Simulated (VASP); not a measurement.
# HfB2 (P6/mmm) in VASP: vibrations by perturbation theory with PBE

Aim: the vibrations by perturbation theory of HfB2 with PBE.

All numbers are computed with VASP 6.6.1; they aren't measurements. Logs are shortened: lines on timing, memory, paths and dates and some standing lists are left out, and cuts for length are marked.

### 1 The cell of the first run

The structure is hexagonal, space group P6/mmm (No. 191). The conventional cell has a = 3.146 Å, b = 3.146 Å, c = 3.486 Å, α = 90.00°, β = 90.00°, γ = 120.00°. Hf (site symmetry 6/mmm) has 12 B at 2.52 Å and 6 Hf at 3.15 Å within 3.3 Å. B (site symmetry -6m2) has 3 B at 1.82 Å within 2.4 Å.

### 2 Vibrations by perturbation theory, PBE

INCAR reads:

```
SYSTEM = HfB2
PREC     = Accurate       ! precision mode
ENCUT    = 520            ! plane-wave cutoff, eV
EDIFF    = 1E-8           ! SCF threshold, eV
ISMEAR   = -1             ! smearing method
SIGMA    = 0.15           ! smearing width, eV
LREAL    = .False.        ! projectors in reciprocal space
LASPH    = .True.         ! aspherical terms in the spheres
NELM     = 60             ! most SCF steps
ALGO     = Normal         ! electronic algorithm
ISIF     = 2              ! what is computed and relaxed
LWAVE    = .False.        ! write WAVECAR
LCHARG   = .False.        ! write CHGCAR
GGA      = PE             ! functional
NBANDS   = 15             ! bands
IBRION   = 8              ! ionic algorithm
NSW      = 1              ! ionic steps
```

KPOINTS reads:

```
Automatic mesh
0
Gamma
  18 18 14
  0 0 0
```

POSCAR reads:

```
HfB2
1.0
    3.1459702706     -0.0000000029      0.0000000000
   -1.5729851328      2.7244901754      0.0000000000
    0.0000000000      0.0000000000      3.4861333876
Hf B
1 2
Direct
    0.0000000000      0.0000000000      0.0000000000
    0.3333333333      0.6666666667      0.5000000000
    0.6666666667      0.3333333333      0.5000000000
```

Potentials or basis: VASP PAW PBE potentials, release 64 (Hf_pv, B).

The run is started by

```bash
cat potpaw_PBE.64/Hf_pv/POTCAR potpaw_PBE.64/B/POTCAR > POTCAR
mpirun -np 1 vasp_std > vasp.out
```

OUTCAR:

```text
SYSTEM = HfB2
   PREC = Accurate
   ENCUT = 520
   EDIFF = 1E-8
   ISMEAR = -1
   LREAL = .False.
   LASPH = .True.
   NELM = 60
   ISIF = 2
   GGA = PE
   IBRION = 8
   NSW = 1

 ion  position               nearest neighbor table
   1  0.000  0.000  0.000-   2 2.52   3 2.52   2 2.52   3 2.52   3 2.52   3 2.52   2 2.52   2 2.52
                             3 2.52   3 2.52   2 2.52   2 2.52
   2  0.333  0.667  0.500-   3 1.82   3 1.82   3 1.82   1 2.52   1 2.52   1 2.52   1 2.52   1 2.52
                             1 2.52
   3  0.667  0.333  0.500-   2 1.82   2 1.82   2 1.82   1 2.52   1 2.52   1 2.52   1 2.52   1 2.52
                             1 2.52

  LATTYP: Found a hexagonal cell.
 ALAT       =     3.1459702706
 C/A-ratio  =     1.1081266152

  Lattice vectors:

 A1 = (   3.1459702706,  -0.0000000029,   0.0000000000)
 A2 = (  -1.5729851328,   2.7244901754,   0.0000000000)
 A3 = (   0.0000000000,   0.0000000000,   3.4861333876)

Analysis of symmetry for initial positions (statically):
=====================================================================
 Subroutine PRICEL returns:
 Original cell was already a primitive cell.

 Routine SETGRP: Setting up the symmetry group for a
 hexagonal supercell.

 Subroutine GETGRP returns: Found 24 space group operations
 (whereof 24 operations were pure point group operations)
 out of a pool of 24 trial point group operations.

The static configuration has the point symmetry D_6h.

Analysis of symmetry for dynamics (positions and initial velocities):
=====================================================================
 Subroutine PRICEL returns:
 Original cell was already a primitive cell.

 Routine SETGRP: Setting up the symmetry group for a
 hexagonal supercell.

 Subroutine GETGRP returns: Found 24 space group operations
 (whereof 24 operations were pure point group operations)
 out of a pool of 24 trial point group operations.

The dynamic configuration has the point symmetry D_6h.

 Subroutine INISYM returns: Found 24 space group operations
 (whereof 24 operations are pure point group operations),
 and found     1 'primitive' translations

----------------------------------------------------------------------------------------

                                     Primitive cell

  volume of cell :      29.8802

  direct lattice vectors                    reciprocal lattice vectors
     3.145970271 -0.000000003  0.000000000     0.317866958  0.183520573  0.000000000
    -1.572985133  2.724490175  0.000000000     0.000000000  0.367041148  0.000000000
     0.000000000  0.000000000  3.486133388     0.000000000  0.000000000  0.286850757

  length of vectors
     3.145970271  3.145970271  3.486133388     0.367041148  0.367041148  0.286850757

  position of ions in fractional coordinates (direct lattice)
     0.000000000  0.000000000  0.000000000
     0.333333333  0.666666667  0.500000000
     0.666666667  0.333333333  0.500000000

  ion indices of the primitive-cell ions
   primitive index   ion index
                 1           1
                 2           2
                 3           3

----------------------------------------------------------------------------------------

 KPOINTS: Automatic mesh

Automatic generation of k-mesh.
 Grid dimensions read from file:
 generate k-points for:   18   18   14

 Generating k-lattice:

  Cartesian coordinates                     Fractional coordinates (reciprocal lattice)
     0.017659275  0.010195587  0.000000000     0.055555556 -0.000000000  0.000000000
     0.000000000  0.020391175  0.000000000     0.000000000  0.055555556  0.000000000
     0.000000000  0.000000000  0.020489340     0.000000000  0.000000000  0.071428571

  Length of vectors
     0.020391175  0.020391175  0.020489340

  Shift w.r.t. Gamma in fractional coordinates (k-lattice)
     0.000000000  0.000000000  0.000000000

 Subroutine IBZKPT returns following result:
 ===========================================

 Found    296 irreducible k-points:

[... 61 lines left out ...]
   EFERMI_NEDOS =   21; number of points for ismear=-14 and -15
   IALGO  =     38    algorithm
   IMIX   =      4    mixing-type and parameters
     AMIX     =   0.40;   BMIX     =  1.00
     AMIX_MAG =   1.60;   BMIX_MAG =  1.00
  volume/ion in A,a.u.               =       9.96        67.21
  Fermi-wavevector in a.u.,A,eV,Ry     =   1.329393  2.512189 24.045399  1.767287
  Thomas-Fermi vector in A             =   2.458559
   LORBIT       =      0    0 simple, 1 ext, 2 COOP (PROOUT), +10 PAW based schemes
   GGA     = PE    functional components
   LHFCALC =     F    Hartree Fock is set to
   AEXX    =    0.0000 exact exchange contribution
   IVDW    =     0    specifies the selected vdW correction
   LEPSILON=     F    determine dielectric tensor
   LRPA    =     F    only Hartree local field effects (RPA)
 non-spin polarized calculation
  energy-cutoff  :      520.00
  volume of cell :       29.88
 maximum number of plane-waves:       820
 NGX is ok and might be reduce to    24
   NGX = 11   NGY = 11   NGZ = 13

--------------------------------------- Ionic step        1  -------------------------------------------

 number of electron      15.9999997 magnetization

 Free energy of the ion-electron system (eV)
  ---------------------------------------------------
  ext. energy  EPLUGINS =         0.00000000
  ---------------------------------------------------
  free energy    TOTEN  =       -26.41030257 eV

  energy without entropy =      -26.38966153  energy(sigma->0) =      -26.39998205

 E-fermi :   7.6555     XC(G=0): -12.5706

 val. band max:        7.6494759025   @ k =   0.1111  -0.0000   0.5000
 cond. band min:       7.6652467676   @ k =   0.1111  -0.0000   0.4286
 fundamental gap:      0.0157708651
 Fermi energy:         7.6554757541

 k-point     1 :       0.0000    0.0000    0.0000
  band No.  band energies     occupation
      1     -23.0245      2.00000
      2     -22.5343      2.00000
      3     -22.5343      2.00000
      4      -6.0952      2.00000
      5       4.6380      2.00000
      6       4.7399      2.00000
      7       4.7399      2.00000
      8       4.8450      2.00000
      9      11.6252      0.00000
     10      11.6252      0.00000
     11      12.2591      0.00000
     12      12.2591      0.00000
     13      12.5766      0.00000
     14      12.5935      0.00000
[... 401 lines left out ...]
      2     -22.8945      2.00000
      3     -22.7580      2.00000
      4      -2.4418      2.00000
      5      -0.7708      2.00000
      6       2.9191      2.00000
      7       3.7044      2.00000
      8       6.0988      1.99994
      9       8.0367      0.14604
     10      11.2154      0.00000
     11      12.4757      0.00000
     12      13.3109      0.00000
     13      14.7061      0.00000
     14      16.3442      0.00000
     15      18.0667      0.00000

 [... further k-points ...]
[... 5 lines left out ...]
  --------------------------------------------------------------------------------------
  -------------------------------------------------------------------------------------
  Total       -0.0896263     -0.0896263     -0.0354624      0.0000000     -0.0000000     -0.0000000
  in kB       -4.8057617     -4.8057617     -1.9014921      0.0000000     -0.0000000     -0.0000000
  external PRESSURE =      -3.8376718 kB  Pullay stress =       0.0000000 kB

 VOLUME and BASIS-vectors are now :
 -----------------------------------------------------------------------------
  energy-cutoff  :      520.00
  volume of cell :       29.88
      direct lattice vectors                 reciprocal lattice vectors
     3.145970271 -0.000000003  0.000000000     0.317866958  0.183520573  0.000000000
    -1.572985133  2.724490175  0.000000000     0.000000000  0.367041148  0.000000000
     0.000000000  0.000000000  3.486133388     0.000000000  0.000000000  0.286850757

 POSITION                                       TOTAL-FORCE (eV/Angst)
 -----------------------------------------------------------------------------------
      0.00000      0.00000      0.00000         0.000000      0.000000      0.000000
      0.00000      1.81633      1.74307         0.000000     -0.000000      0.000000
      1.57299      0.90816      1.74307        -0.000000      0.000000      0.000000
 -----------------------------------------------------------------------------------
    total drift:                               -0.000000      0.000000      0.000000

  FREE ENERGIE OF THE ION-ELECTRON SYSTEM (eV)
  ---------------------------------------------------
  free  energy   TOTEN  =       -26.4103025680 eV

  energy  without entropy=      -26.3896615282  energy(sigma->0) =      -26.39998205

[... ionic steps 2 to 3 ...]

--------------------------------------- Ionic step        4  -------------------------------------------

------------------------ aborting loop because EDIFF is reached ----------------------------------------
[... 11 lines left out ...]
[... ionic steps 8 to 8 ...]

--------------------------------------- Ionic step        9  -------------------------------------------

 Free energy of the ion-electron system (eV)
  ---------------------------------------------------
  ---------------------------------------------------
  free energy    TOTEN  =        -0.04549997 eV

  energy without entropy =       -0.04549997

------------------------ aborting loop because EDIFF is reached ----------------------------------------

 INTERNAL STRAIN TENSOR  FOR ION    2  DIRECTION 3   (eV/Angst):
 -----------------------------------------------------------------------------
    -0.00170 -0.00000 -0.00000
    -0.00000 -0.00170 -0.00000
     0.00000  0.00000  0.00180

 INTERNAL STRAIN TENSOR FOR ION    3 for displacements in x,y,z  (eV/Angst):
          X           Y           Z          XY          YZ          ZX
  --------------------------------------------------------------------------------
  x    -0.00000     0.00000    -0.00000    -1.33100     0.00000     0.00000
  y    -1.33100     1.33100     0.00000     0.00000     0.00000     0.00000
  z     0.00000     0.00000     0.00000    -0.00000    -0.00000    -0.00000

 SECOND DERIVATIVES (NOT SYMMETRIZED)
 ------------------------------------
               1X          1Y          1Z          2X          2Y          2Z          3X          3Y          3Z
  1X   -13.548574    0.000000    0.000000    6.774287   -0.000000    0.000000    6.774287   -0.000000    0.000000
  1Y     0.000000  -13.548574    0.000000   -0.000000    6.774287    0.000000   -0.000000    6.774287    0.000000
  1Z     0.000000    0.000000  -15.166971    0.000000    0.000000    7.583486    0.000000    0.000000    7.583486
  2X     6.780392   -0.000000    0.000000  -16.108511    0.000000    0.000000    9.328120   -0.000000    0.000000
  2Y    -0.000000    6.780392    0.000000    0.000000  -16.108511    0.000000   -0.000000    9.328120    0.000000
  2Z     0.000000    0.000000    7.588813   -0.000000    0.000000   -9.486573   -0.000000   -0.000000    1.897760
  3X     6.780392   -0.000000    0.000000    9.328120   -0.000000    0.000000  -16.108511    0.000000    0.000000
  3Y    -0.000000    6.780392    0.000000   -0.000000    9.328120    0.000000    0.000000  -16.108511    0.000000
  3Z     0.000000    0.000000    7.588813   -0.000000   -0.000000    1.897760   -0.000000    0.000000   -9.486573

 Eigenvectors and eigenvalues of the dynamical matrix
 ----------------------------------------------------

   1 f  =   23.979912 THz   150.670231 2PiTHz  799.883769 cm-1    99.172903 meV
             X         Y         Z           dx          dy          dz
      0.000000  0.000000  0.000000     0.000000   -0.000000   -0.000000
      0.000000  1.816327  1.743067     0.066926   -0.703932   -0.000000
      1.572985  0.908163  1.743067    -0.066926    0.703932    0.000000
[... 43 lines left out ...]
   9 f/i=    0.001832 THz     0.011511 2PiTHz    0.061112 cm-1     0.007577 meV
             X         Y         Z           dx          dy          dz
      0.000000  0.000000  0.000000     0.574967    0.749300    0.000000
      0.000000  1.816327  1.743067     0.141440    0.184326    0.000000
      1.572985  0.908163  1.743067     0.141440    0.184326    0.000000

--------------------------------------------------------------------------------------------------------

 ELASTIC MODULI CONTR FROM IONIC RELAXATION (kBar)
 Direction    XX          YY          ZZ          XY          YZ          ZX
 --------------------------------------------------------------------------------
 XX          -7.4688      7.4688      0.0000      0.0000      0.0000      0.0000
 YY           7.4688     -7.4688     -0.0000      0.0000     -0.0000     -0.0000
 ZZ           0.0000     -0.0000     -0.0000     -0.0000     -0.0000     -0.0000
 XY           0.0000      0.0000     -0.0000     -7.4688     -0.0000     -0.0000
 YZ           0.0000     -0.0000     -0.0000     -0.0000     -0.0000     -0.0000
 ZX           0.0000     -0.0000     -0.0000     -0.0000     -0.0000     -0.0000
 --------------------------------------------------------------------------------
```

Wall time 9.7 min (1 thread of Intel Xeon 6975P-C (Granite Rapids), shared host); peak memory 1.2 GiB.

Results:

| Property | Result |
| --- | --- |
| Highest phonon frequency at Γ | 800 cm⁻¹ |

Phonon frequencies in cm⁻¹ (negative: imaginary):
| q point | frequencies |
| --- | --- |
| (0.000, 0.000, 0.000) | 0 0 0 437 437 463 535 800 800 |

Caveat: spin-orbit coupling is left out, which moves the levels of the heavy elements.
